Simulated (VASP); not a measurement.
# InP (sol) (I-4m2) in VASP: relaxation of the atoms with PBEsol

Aim: the relaxation of the atoms of InP (sol) with PBEsol.

All numbers are computed with VASP 6.6.1; they aren't measurements. Logs are shortened: lines on timing, memory, paths and dates and some standing lists are left out, and cuts for length are marked.

## (1) The cell of the first run

Symmetry: I-4m2, No. 119, tetragonal system. Conventional cell: a = 4.115 Å, b = 4.115 Å, c = 5.943 Å, α = 90.00°, β = 90.00°, γ = 90.00°. In (site symmetry -4m2) has 4 P at 2.54 Å within 3.3 Å. Within 3.3 Å of P (site symmetry -4m2) lie 4 In at 2.54 Å.

## (2) Relaxation of the atoms, PBEsol (strained cell)

Input file INCAR:

```
SYSTEM = InP
PREC     = Accurate       ! precision mode
ENCUT    = 450            ! plane-wave cutoff, eV
EDIFF    = 1E-7           ! SCF threshold, eV
ISMEAR   = 0              ! smearing method
SIGMA    = 0.02           ! smearing width, eV
LREAL    = .FALSE.        ! projectors in reciprocal space
LASPH    = .TRUE.         ! aspherical terms in the spheres
NELM     = 120            ! most SCF steps
ALGO     = Normal         ! electronic algorithm
ISIF     = 2              ! what is computed and relaxed
LWAVE    = .FALSE.        ! write WAVECAR
LCHARG   = .FALSE.        ! write CHGCAR
GGA      = PS             ! functional
IBRION   = 2              ! ionic algorithm
NSW      = 60             ! ionic steps
EDIFFG   = -0.002         ! ionic threshold
GGA_COMPAT= .FALSE.      
NELMIN   = 4
```

Input file KPOINTS:

```
Automatic mesh
0
G
  10 10 10
  0 0 0
```

Input file POSCAR:

```
InP
1.0
    0.0000000000      2.9097962380      2.9716897114
    2.9097962380      0.0000000000      2.9716897114
    2.9097962380      2.9097962380      0.0000000000
In P
1 1
Direct
    0.0000000000      0.0000000000      0.0000000000
    0.2500000000      0.2500000000      0.2500000000
```

Potentials or basis: VASP PAW PBE potentials, release 64 (In_d, P).

Command:

```sh
$ cat potpaw_PBE.64/In_d/POTCAR potpaw_PBE.64/P/POTCAR > POTCAR
$ mpirun -np 1 vasp_std > vasp.out
```

OUTCAR:

```text
SYSTEM = InP
   PREC = Accurate
   ENCUT = 450
   EDIFF = 1E-7
   ISMEAR = 0
   LREAL = .FALSE.
   LASPH = .TRUE.
   NELM = 120
   ISIF = 2
   GGA = PS
   IBRION = 2
   NSW = 60
   EDIFFG = -0.002
   NELMIN = 4

 ion  position               nearest neighbor table
   1  0.000  0.000  0.000-   2 2.54   2 2.54   2 2.54   2 2.54
   2  0.250  0.250  0.250-   1 2.54   1 2.54   1 2.54   1 2.54

  LATTYP: Found a body centered tetragonal cell.
 ALAT       =     4.1150733035
 C/A-ratio  =     1.4442949091

  Lattice vectors:

 A1 = (  -2.9097962380,   0.0000000000,   2.9716897114)
 A2 = (   2.9097962380,   0.0000000000,   2.9716897114)
 A3 = (   0.0000000000,   2.9097962380,  -2.9716897114)

Analysis of symmetry for initial positions (statically):
=====================================================================
 Subroutine PRICEL returns:
 Original cell was already a primitive cell.

 Routine SETGRP: Setting up the symmetry group for a
 body centered tetragonal supercell.

 Subroutine GETGRP returns: Found  8 space group operations
 (whereof  8 operations were pure point group operations)
 out of a pool of 16 trial point group operations.

The static configuration has the point symmetry D_2d.

Analysis of symmetry for dynamics (positions and initial velocities):
=====================================================================
 Subroutine PRICEL returns:
 Original cell was already a primitive cell.

 Routine SETGRP: Setting up the symmetry group for a
 body centered tetragonal supercell.

 Subroutine GETGRP returns: Found  8 space group operations
 (whereof  8 operations were pure point group operations)
 out of a pool of 16 trial point group operations.

The dynamic configuration has the point symmetry D_2d.

 Subroutine INISYM returns: Found  8 space group operations
 (whereof  8 operations are pure point group operations),
 and found     1 'primitive' translations

----------------------------------------------------------------------------------------

                                     Primitive cell

  volume of cell :      50.3221

  direct lattice vectors                    reciprocal lattice vectors
     0.000000000  2.909796238  2.971689711    -0.171833338  0.171833338  0.168254444
     2.909796238  0.000000000  2.971689711     0.171833338 -0.171833338  0.168254444
     2.909796238  2.909796238  0.000000000     0.171833338  0.171833338 -0.168254444

  length of vectors
     4.159068873  4.159068873  4.115073304     0.295572241  0.295572241  0.295572241

  position of ions in fractional coordinates (direct lattice)
     0.000000000  0.000000000  0.000000000
     0.250000000  0.250000000  0.250000000

  ion indices of the primitive-cell ions
   primitive index   ion index
                 1           1
                 2           2

----------------------------------------------------------------------------------------

 KPOINTS: Automatic mesh

Automatic generation of k-mesh.
 Grid dimensions read from file:
 generate k-points for:   10   10   10

 Generating k-lattice:

  Cartesian coordinates                     Fractional coordinates (reciprocal lattice)
    -0.017183334  0.017183334  0.016825444     0.100000000  0.000000000  0.000000000
     0.017183334 -0.017183334  0.016825444     0.000000000  0.100000000  0.000000000
     0.017183334  0.017183334 -0.016825444     0.000000000  0.000000000  0.100000000

  Length of vectors
     0.029557224  0.029557224  0.029557224

  Shift w.r.t. Gamma in fractional coordinates (k-lattice)
     0.000000000  0.000000000  0.000000000

 Subroutine IBZKPT returns following result:
 ===========================================

 Found    102 irreducible k-points:

 Following reciprocal coordinates:
            Coordinates               Weight
  0.000000  0.000000  0.000000      1.000000
  0.100000  0.000000  0.000000      8.000000
  0.200000  0.000000  0.000000      8.000000
  0.300000  0.000000  0.000000      8.000000
  0.400000  0.000000  0.000000      8.000000
  0.500000  0.000000  0.000000      4.000000
[... 16 lines left out ...]
  0.300000  0.300000  0.000000      2.000000
  0.400000  0.300000  0.000000      8.000000
 [... further k-points ...]
   k-points           NKPTS =    102   k-points in BZ     NKDIM =    102   number of bands    NBANDS=     13
   number of dos      NEDOS =    301   number of ions     NIONS =      2
   total plane-waves  NPLWV =  25200
   dimension x,y,z NGX =    30 NGY =   30 NGZ =   28
   dimension x,y,z NGXF=    60 NGYF=   60 NGZF=   56
   ions per type =               1   1
   NGX,Y,Z   is equivalent  to a cutoff of  11.99, 11.99, 11.31 a.u.
   NGXF,Y,Z  is equivalent  to a cutoff of  23.98, 23.98, 22.62 a.u.
 SYSTEM =  InP
   PREC   = accura    normal or accurate (medium, high low for compatibility)
   ISTART =      0    job   : 0-new  1-cont  2-samecut
   ICHARG =      2    charge: 1-file 2-atom 10-const
   ISPIN  =      1    spin polarized calculation?
   LNONCOLLINEAR =      F non collinear calculations
   LSORBIT =      F    spin-orbit coupling
   LASPH  =      T    aspherical Exc in radial PAW
   ENCUT  =  450.0 eV  33.07 Ry    5.75 a.u.   7.19  7.19  7.12*2*pi/ulx,y,z
   NELM   =    120;   NELMIN=  4; NELMDL= -5     # of ELM steps
   EDIFF  = 0.1E-06   stopping-criterion for ELM
   LREAL  =      F    real-space projection
   EDIFFG = -.2E-02   stopping-criterion for IOM
   NSW    =     60    number of steps for IOM
   IBRION =      2    ionic relax: 0-MD 1-quasi-New 2-CG
   NFREE  =      1    steps in history (QN), initial steepest desc. (CG)
   ISIF   =      2    stress and relaxation
   ISYM   =      2    0-nonsym 1-usesym 2-fastsym
   POTIM  = 0.5000    time-step for ionic-motion
   TEBEG  =    0.0;   TEEND  =   0.0 temperature during run
   PSTRESS=    0.0 pullay stress
   NELECT =      18.0000    total number of electrons
   NUPDOWN=      -1.0000    fix difference up-down
   EMIN   =  10.00;   EMAX   =-10.00  energy-range for DOS
   EFERMI =   0.00;   METHOD = LEGACY
   ISMEAR =     0;   SIGMA  =   0.02  broadening in eV -4-tet -1-fermi 0-gaus
   EFERMI_NEDOS =   21; number of points for ismear=-14 and -15
   IALGO  =     38    algorithm
   IMIX   =      4    mixing-type and parameters
     AMIX     =   0.40;   BMIX     =  1.00
     AMIX_MAG =   1.60;   BMIX_MAG =  1.00
  volume/ion in A,a.u.               =      25.16       169.80
  Fermi-wavevector in a.u.,A,eV,Ry     =   1.162107  2.196064 18.374569  1.350493
  Thomas-Fermi vector in A             =   2.298672
   LORBIT       =      0    0 simple, 1 ext, 2 COOP (PROOUT), +10 PAW based schemes
   GGA     = PS    functional components
   LHFCALC =     F    Hartree Fock is set to
   AEXX    =    0.0000 exact exchange contribution
   IVDW    =     0    specifies the selected vdW correction
   LEPSILON=     F    determine dielectric tensor
   LRPA    =     F    only Hartree local field effects (RPA)
 conjugate gradient relaxation of ions
 non-spin polarized calculation
 Gauss-broadening in eV      SIGMA  =   0.02
  energy-cutoff  :      450.00
  volume of cell :       50.32
 maximum number of plane-waves:      1106
 NGX is ok and might be reduce to    30
   NGX = 15   NGY = 15   NGZ = 15

 number of electron      17.9999998 magnetization

 Free energy of the ion-electron system (eV)
  ---------------------------------------------------
  ext. energy  EPLUGINS =         0.00000000
  ---------------------------------------------------
  free energy    TOTEN  =        -9.15381528 eV

  energy without entropy =       -9.15381528  energy(sigma->0) =       -9.15381528

 E-fermi :   5.2398     XC(G=0):  -9.4808

 val. band max:        5.1275846816   @ k =   0.0000   0.0000   0.0000
 cond. band min:       5.7076402447   @ k =   0.0000   0.0000   0.0000
 fundamental gap:      0.5800555631
 Fermi energy:         5.2398165391

 k-point     1 :       0.0000    0.0000    0.0000
  band No.  band energies     occupation
      1      -9.0619      2.00000
      2      -9.0527      2.00000
      3      -9.0527      2.00000
      4      -8.9020      2.00000
      5      -8.9005      2.00000
      6      -6.4551      2.00000
      7       5.0240      2.00000
      8       5.1276      2.00000
      9       5.1276      2.00000
     10       5.7076      0.00000
     11       9.1023      0.00000
     12       9.1023      0.00000
     13       9.1340      0.00000

 k-point     2 :       0.1000    0.0000    0.0000
  band No.  band energies     occupation
      1      -9.0695      2.00000
      2      -9.0528      2.00000
      3      -9.0478      2.00000
      4      -8.9023      2.00000
      5      -8.9003      2.00000
      6      -6.3390      2.00000
      7       3.9001      2.00000
      8       4.9286      2.00000
      9       5.0052      2.00000
     10       6.5199      0.00000
     11       9.1564      0.00000
     12       9.2955      0.00000
     13       9.3233      0.00000

 k-point     3 :       0.2000    0.0000    0.0000
  band No.  band energies     occupation
      1      -9.1009      2.00000
      2      -9.0414      2.00000
      3      -9.0358      2.00000
      4      -8.9020      2.00000
      5      -8.8985      2.00000
      6      -6.0054      2.00000
      7       2.3576      2.00000
      8       4.6315      2.00000
      9       4.7289      2.00000
     10       6.8408      0.00000
     11       9.6279      0.00000
     12       9.6916      0.00000
     13       9.8298      0.00000
[... 305 lines left out ...]
 k-point    23 :       0.3000    0.3000    0.0000
  band No.  band energies     occupation
      1      -9.1892      2.00000
      2      -8.9858      2.00000
      3      -8.9858      2.00000
      4      -8.9303      2.00000
      5      -8.8805      2.00000
      6      -5.2187      2.00000
      7       0.9538      2.00000
      8       3.4127      2.00000
      9       3.4127      2.00000
     10       7.2689      0.00000
     11       8.0471      0.00000
     12      12.1511      0.00000
     13      12.1541      0.00000

 k-point    24 :       0.4000    0.3000    0.0000
  band No.  band energies     occupation
      1      -9.2080      2.00000
      2      -8.9774      2.00000
      3      -8.9733      2.00000
      4      -8.9333      2.00000
      5      -8.8773      2.00000
      6      -4.7983      2.00000
      7       0.2397      2.00000
      8       2.9139      2.00000
      9       3.2163      2.00000
     10       7.3248      0.00000
     11       8.1211      0.00000
     12      11.8224      0.00000
     13      12.5794      0.00000

 [... further k-points ...]
[... 5 lines left out ...]
  --------------------------------------------------------------------------------------
  -------------------------------------------------------------------------------------
  Total        0.2927172      0.2927172      0.0056085      0.0000000      0.0000000      0.0000000
  in kB        9.3196636      9.3196636      0.1785648      0.0000000      0.0000000      0.0000000
  external PRESSURE =       6.2726306 kB  Pullay stress =       0.0000000 kB

 VOLUME and BASIS-vectors are now :
 -----------------------------------------------------------------------------
  energy-cutoff  :      450.00
  volume of cell :       50.32
      direct lattice vectors                 reciprocal lattice vectors
     0.000000000  2.909796238  2.971689711    -0.171833338  0.171833338  0.168254444
     2.909796238  0.000000000  2.971689711     0.171833338 -0.171833338  0.168254444
     2.909796238  2.909796238  0.000000000     0.171833338  0.171833338 -0.168254444

 POSITION                                       TOTAL-FORCE (eV/Angst)
 -----------------------------------------------------------------------------------
      0.00000      0.00000      0.00000         0.000000      0.000000      0.000000
      1.45490      1.45490      1.48584        -0.000000     -0.000000      0.000000
 -----------------------------------------------------------------------------------
    total drift:                               -0.000001     -0.000001      0.000011

  FREE ENERGIE OF THE ION-ELECTRON SYSTEM (eV)
  ---------------------------------------------------
  free  energy   TOTEN  =        -9.1538152804 eV

  energy  without entropy=       -9.1538152804  energy(sigma->0) =       -9.15381528

 reached required accuracy - stopping structural energy minimisation
```

It took 100 s on 1 thread of Intel Xeon 8259CL, shared host; peak memory 0.2 GiB.

Results:

- Free energy: -9.1538 eV
- Pressure after relaxing: 0.6 GPa
- Band gap on the k mesh: 0.58 eV, direct

Final structure:
```
In P
1.0
     0.00000    2.90980    2.97169
     2.90980    0.00000    2.97169
     2.90980    2.90980    0.00000
In P
1 1
Direct
  0.00000 0.00000 0.00000
  0.25000 0.25000 0.25000
```

Levels at points of the mesh, in eV from the valence-band top:
| k point | band 5 | band 6 | band 7 | band 8 | band 9 | band 10 | band 11 | band 12 | band 13 |
| --- | --- | --- | --- | --- | --- | --- | --- | --- | --- |
| (0.00, 0.00, 0.00) | -14.03 | -11.58 | -0.10 | 0.00 | 0.00 | 0.58 | 3.97 | 3.97 | 4.01 |
| (0.50, 0.00, 0.00) | -14.01 | -9.83 | -5.83 | -1.09 | -0.95 | 1.36 | 4.64 | 4.78 | 6.92 |
| (0.50, 0.50, 0.00) | -14.00 | -9.22 | -5.94 | -2.31 | -2.31 | 1.68 | 2.26 | 8.92 | 9.51 |
| (0.50, 0.00, 0.50) | -13.99 | -9.14 | -5.81 | -2.43 | -2.42 | 1.56 | 2.07 | 9.12 | 9.48 |

Caveat: the cell differs from its parent crystal (strained cell); the relaxation stopped at its first step, so nothing moved; the PAW data sets were made with another functional, which shifts forces and pressure a little; spin-orbit coupling is left out, which moves the levels of the heavy elements.
